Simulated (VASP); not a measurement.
# Ru (P6_3/mmc) in VASP: notebook

Runs on Ru. Level: r2SCAN. Tasks: single point, relaxation of cell and atoms.

Everything below comes from runs of VASP 6.6.1. Logs are shortened: lines on timing, memory, paths and dates and some standing lists are left out, and cuts for length are marked.

## Step 1: The cell of the first run

Symmetry: P6_3/mmc, No. 194, hexagonal system. Conventional cell: a = 3.989 Å, b = 3.989 Å, c = 5.616 Å, α = 90.00°, β = 90.00°, γ = 120.00°. Ru (site symmetry 3m) has 4 Ru at 2.31 to 2.36 Å within 3.1 Å.

## Step 2: Single point, r2SCAN

POSCAR

```
Ru
1.0
    3.9893372380      0.0000000000      0.0000000000
   -1.9946686190      3.4548673924      0.0000000000
    0.0000000000      0.0000000000      5.6155510235
Ru
4
Direct
    0.3333333333      0.6666666667      0.4559998946
    0.6666666667      0.3333333333      0.9559998946
    0.6666666667      0.3333333333      0.5440001054
    0.3333333333      0.6666666667      0.0440001054
```

INCAR.step1

```
SYSTEM = Ru
ALGO = Normal
EDIFF = 1E-4
ENCUT = 520
GGA = PE
ISMEAR = 0
LASPH = .TRUE.
LCHARG = .FALSE.
LREAL = .FALSE.
LWAVE = .TRUE.
NBANDS = 36
NELM = 80
PREC = Accurate
SIGMA = 0.1
```

INCAR.step2

```
SYSTEM = Ru
ALGO = Normal
EDIFF = 1E-6
ENCUT = 520
ISIF = 2
ISMEAR = 0
ISTART = 1
LASPH = .TRUE.
LCHARG = .TRUE.
LELF = .TRUE.
LMIXTAU = .TRUE.
LREAL = .FALSE.
LVHAR = .TRUE.
LWAVE = .FALSE.
METAGGA = R2SCAN
NBANDS = 36
NELM = 80
PREC = Accurate
SIGMA = 0.1
```

KPOINTS

```
k-points
0
G
  6 6 4
  0 0 0
```

Potentials or basis: VASP PAW PBE potentials, release 64 (Ru_pv).

Command:

```
> cat potpaw_PBE.64/Ru_pv/POTCAR > POTCAR
> cp INCAR.step1 INCAR
> mpirun -np 1 vasp_std > vasp.out
> cp INCAR.step2 INCAR
> mpirun -np 1 vasp_std > vasp.out
```

OUTCAR:

```text
SYSTEM = Ru
   EDIFF = 1E-6
   ENCUT = 520
   ISIF = 2
   ISMEAR = 0
   ISTART = 1
   LASPH = .TRUE.
   LREAL = .FALSE.
   METAGGA = R2SCAN
   NELM = 80
   PREC = Accurate

 ion  position               nearest neighbor table
   1  0.333  0.667  0.456-   4 2.31   3 2.36   3 2.36   3 2.36   4 3.30
   2  0.667  0.333  0.956-   3 2.31   4 2.36   4 2.36   4 2.36   3 3.30
   3  0.667  0.333  0.544-   2 2.31   1 2.36   1 2.36   1 2.36   2 3.30
   4  0.333  0.667  0.044-   1 2.31   2 2.36   2 2.36   2 2.36   1 3.30

  LATTYP: Found a hexagonal cell.
 ALAT       =     3.9893372380
 C/A-ratio  =     1.4076400887

  Lattice vectors:

 A1 = (   3.9893372380,   0.0000000000,   0.0000000000)
 A2 = (  -1.9946686190,   3.4548673924,   0.0000000000)
 A3 = (   0.0000000000,   0.0000000000,   5.6155510235)

Analysis of symmetry for initial positions (statically):
=====================================================================
 Subroutine PRICEL returns:
 Original cell was already a primitive cell.

 Routine SETGRP: Setting up the symmetry group for a
 hexagonal supercell.

 Subroutine GETGRP returns: Found 24 space group operations
 (whereof 12 operations were pure point group operations)
 out of a pool of 24 trial point group operations.

The static configuration has the point symmetry D_3d.
 The point group associated with its full space group is D_6h.

Analysis of symmetry for dynamics (positions and initial velocities):
=====================================================================
 Subroutine PRICEL returns:
 Original cell was already a primitive cell.

 Routine SETGRP: Setting up the symmetry group for a
 hexagonal supercell.

 Subroutine GETGRP returns: Found 24 space group operations
 (whereof 12 operations were pure point group operations)
 out of a pool of 24 trial point group operations.

The dynamic configuration has the point symmetry D_3d.
 The point group associated with its full space group is D_6h.

 Subroutine INISYM returns: Found 24 space group operations
 (whereof 12 operations are pure point group operations),
 and found     1 'primitive' translations

----------------------------------------------------------------------------------------

                                     Primitive cell

  volume of cell :      77.3971

  direct lattice vectors                    reciprocal lattice vectors
     3.989337238  0.000000000  0.000000000     0.250668204  0.144723355  0.000000000
    -1.994668619  3.454867392  0.000000000     0.000000000  0.289446710  0.000000000
     0.000000000  0.000000000  5.615551024     0.000000000  0.000000000  0.178076915

  length of vectors
     3.989337238  3.989337238  5.615551024     0.289446710  0.289446710  0.178076915

  position of ions in fractional coordinates (direct lattice)
     0.333333333  0.666666667  0.455999895
     0.666666667  0.333333333  0.955999895
     0.666666667  0.333333333  0.544000105
     0.333333333  0.666666667  0.044000105

  ion indices of the primitive-cell ions
   primitive index   ion index
                 1           1
                 2           2
                 3           3
                 4           4

----------------------------------------------------------------------------------------

 KPOINTS: k-points

Automatic generation of k-mesh.
 Grid dimensions read from file:
 generate k-points for:    6    6    4

 Generating k-lattice:

  Cartesian coordinates                     Fractional coordinates (reciprocal lattice)
     0.041778034  0.024120559  0.000000000     0.166666667  0.000000000  0.000000000
     0.000000000  0.048241118  0.000000000     0.000000000  0.166666667  0.000000000
     0.000000000  0.000000000  0.044519229     0.000000000  0.000000000  0.250000000

  Length of vectors
     0.048241118  0.048241118  0.044519229

  Shift w.r.t. Gamma in fractional coordinates (k-lattice)
     0.000000000  0.000000000  0.000000000

 Subroutine IBZKPT returns following result:
 ===========================================

 Found     21 irreducible k-points:

 Following reciprocal coordinates:
            Coordinates               Weight
  0.000000  0.000000  0.000000      1.000000
  0.166667  0.000000  0.000000      6.000000
  0.333333  0.000000  0.000000      6.000000
  0.500000  0.000000  0.000000      3.000000
  0.166667  0.166667  0.000000      6.000000
  0.333333  0.166667  0.000000     12.000000
[... 13 lines left out ...]
  0.333333  0.166667  0.500000     12.000000
  0.333333  0.333333  0.500000      2.000000
   k-points           NKPTS =     21   k-points in BZ     NKDIM =     21   number of bands    NBANDS=     36
   number of dos      NEDOS =    301   number of ions     NIONS =      4
   total plane-waves  NPLWV =  37800
   dimension x,y,z NGX =    30 NGY =   30 NGZ =   42
   dimension x,y,z NGXF=    60 NGYF=   60 NGZF=   84
   ions per type =               4
   NGX,Y,Z   is equivalent  to a cutoff of  12.50, 12.50, 12.43 a.u.
   NGXF,Y,Z  is equivalent  to a cutoff of  25.00, 25.00, 24.87 a.u.
 SYSTEM =  Ru
   PREC   = accura    normal or accurate (medium, high low for compatibility)
   ISTART =      1    job   : 0-new  1-cont  2-samecut
   ICHARG =      0    charge: 1-file 2-atom 10-const
   ISPIN  =      1    spin polarized calculation?
   LNONCOLLINEAR =      F non collinear calculations
   LSORBIT =      F    spin-orbit coupling
   LASPH  =      T    aspherical Exc in radial PAW
   ENCUT  =  520.0 eV  38.22 Ry    6.18 a.u.   7.42  7.42 10.44*2*pi/ulx,y,z
   NELM   =     80;   NELMIN=  2; NELMDL=  0     # of ELM steps
   EDIFF  = 0.1E-05   stopping-criterion for ELM
   LREAL  =      F    real-space projection
   EDIFFG = 0.1E-04   stopping-criterion for IOM
   NSW    =      0    number of steps for IOM
   IBRION =     -1    ionic relax: 0-MD 1-quasi-New 2-CG
   NFREE  =      0    steps in history (QN), initial steepest desc. (CG)
   ISIF   =      2    stress and relaxation
   ISYM   =      2    0-nonsym 1-usesym 2-fastsym
   POTIM  = 0.5000    time-step for ionic-motion
   TEBEG  =    0.0;   TEEND  =   0.0 temperature during run
   PSTRESS=    0.0 pullay stress
   NELECT =      56.0000    total number of electrons
   NUPDOWN=      -1.0000    fix difference up-down
   EMIN   =  10.00;   EMAX   =-10.00  energy-range for DOS
   EFERMI =   0.00;   METHOD = LEGACY
   ISMEAR =     0;   SIGMA  =   0.10  broadening in eV -4-tet -1-fermi 0-gaus
   EFERMI_NEDOS =   21; number of points for ismear=-14 and -15
   IALGO  =     38    algorithm
   IMIX   =      4    mixing-type and parameters
     AMIX     =   0.40;   BMIX     =  1.00
     AMIX_MAG =   1.60;   BMIX_MAG =  1.00
  volume/ion in A,a.u.               =      19.35       130.58
  Fermi-wavevector in a.u.,A,eV,Ry     =   1.469702  2.777334 29.388917  2.160024
  Thomas-Fermi vector in A             =   2.585048
   LORBIT       =      0    0 simple, 1 ext, 2 COOP (PROOUT), +10 PAW based schemes
   METAGGA = R2SCAN    functional components
   LHFCALC =     F    Hartree Fock is set to
   AEXX    =    0.0000 exact exchange contribution
   IVDW    =     0    specifies the selected vdW correction
   LEPSILON=     F    determine dielectric tensor
   LRPA    =     F    only Hartree local field effects (RPA)
 non-spin polarized calculation
 Gauss-broadening in eV      SIGMA  =   0.10
  energy-cutoff  :      520.00
  volume of cell :       77.40
 maximum number of plane-waves:      2103
 NGX is ok and might be reduce to    30
   NGX = 15   NGY = 15   NGZ = 21

 number of electron      56.0000010 magnetization

 Free energy of the ion-electron system (eV)
  ---------------------------------------------------
  ext. energy  EPLUGINS =         0.00000000
  ---------------------------------------------------
  free energy    TOTEN  =       -97.15789515 eV

  energy without entropy =      -97.14657966  energy(sigma->0) =      -97.15223741

 E-fermi :   7.7727     XC(G=0): -12.4217

 val. band max:        7.7707100210   @ k =   0.0000   0.0000   0.0000
 cond. band min:       7.8313227996   @ k =   0.1667   0.1667   0.5000
 fundamental gap:      0.0606127786
 Fermi energy:         7.7726837276

 k-point     1 :       0.0000    0.0000    0.0000
  band No.  band energies     occupation
      1     -37.2987      2.00000
      2     -37.2624      2.00000
      3     -37.2624      2.00000
      4     -37.1281      2.00000
      5     -37.1281      2.00000
      6     -37.0923      2.00000
[... 28 lines left out ...]
     35      12.3933      0.00000
     36      16.5183      0.00000

 k-point     2 :       0.1667    0.0000    0.0000
  band No.  band energies     occupation
      1     -37.3609      2.00000
      2     -37.2900      2.00000
      3     -37.1551      2.00000
      4     -37.1332      2.00000
      5     -37.1151      2.00000
      6     -37.0840      2.00000
[... 28 lines left out ...]
     35      12.4416      0.00000
     36      14.6887      0.00000

 k-point     3 :       0.3333    0.0000    0.0000
  band No.  band energies     occupation
      1     -37.3697      2.00000
      2     -37.3413      2.00000
      3     -37.2055      2.00000
      4     -37.1759      2.00000
      5     -36.9759      2.00000
      6     -36.9551      2.00000
[... 28 lines left out ...]
     35      11.6839      0.00000
     36      12.5186      0.00000
[... 625 lines left out ...]
 k-point    20 :       0.3333    0.1667    0.5000
  band No.  band energies     occupation
      1     -37.3240      2.00000
      2     -37.3240      2.00000
      3     -37.2413      2.00000
      4     -37.2413      2.00000
      5     -36.8649      2.00000
      6     -36.8649      2.00000
[... 28 lines left out ...]
     35      11.7025      0.00000
     36      11.7025      0.00000

 k-point    21 :       0.3333    0.3333    0.5000
  band No.  band energies     occupation
      1     -37.3541      2.00000
      2     -37.3541      2.00000
      3     -37.2356      2.00000
      4     -37.2356      2.00000
      5     -36.7605      2.00000
      6     -36.7605      2.00000
[... 28 lines left out ...]
     35      11.1929      0.00000
     36      11.1929      0.00000

------------------------ aborting loop because EDIFF is reached ----------------------------------------

  FORCE on cell =-STRESS in cart. coord.  units (eV):
  Direction    XX          YY          ZZ          XY          YZ          ZX
  --------------------------------------------------------------------------------------
  -------------------------------------------------------------------------------------
  Total        0.4279114      0.4279114      0.4775853      0.0000000      0.0000000     -0.0000000
  in kB        8.8580861      8.8580861      9.8863747      0.0000000      0.0000000     -0.0000000
  external PRESSURE =       9.2008490 kB  Pullay stress =       0.0000000 kB

 VOLUME and BASIS-vectors are now :
 -----------------------------------------------------------------------------
  energy-cutoff  :      520.00
  volume of cell :       77.40
      direct lattice vectors                 reciprocal lattice vectors
     3.989337238  0.000000000  0.000000000     0.250668204  0.144723355  0.000000000
    -1.994668619  3.454867392  0.000000000     0.000000000  0.289446710  0.000000000
     0.000000000  0.000000000  5.615551024     0.000000000  0.000000000  0.178076915

 POSITION                                       TOTAL-FORCE (eV/Angst)
 -----------------------------------------------------------------------------------
     -0.00000      2.30324      2.56069         0.000000      0.000000      0.046298
      1.99467      1.15162      5.36847         0.000000      0.000000      0.046298
      1.99467      1.15162      3.05486        -0.000000      0.000000     -0.046298
     -0.00000      2.30324      0.24708         0.000000      0.000000     -0.046298
 -----------------------------------------------------------------------------------
    total drift:                                0.000000     -0.000000      0.000000

  FREE ENERGIE OF THE ION-ELECTRON SYSTEM (eV)
  ---------------------------------------------------
  free  energy   TOTEN  =       -97.1578951529 eV

  energy  without entropy=      -97.1465796611  energy(sigma->0) =      -97.15223741
```

Wall time 2.6 min (1 thread of Intel Xeon Platinum 8488C (Sapphire Rapids), shared host); peak memory 0.21 GiB.

What came out:

```
Free energy            : -97.1579 eV
Pressure               : 0.9 GPa
Largest force          : 0.046 eV/Å
Band gap on the k mesh : zero (bands 28 and 29 overlap by 1.54 eV)
```

Forces on the atoms (eV/Å):
```
Ru   0.000  0.000  0.046
Ru   0.000  0.000  0.046
Ru   0.000  0.000 -0.046
Ru   0.000  0.000 -0.046
```

Caveat: the PAW data sets were made with another functional, which shifts forces and pressure a little.

[end of part 1 of 2]

The gap in the log of VASP goes by the Fermi energy; the results here count the filled bands.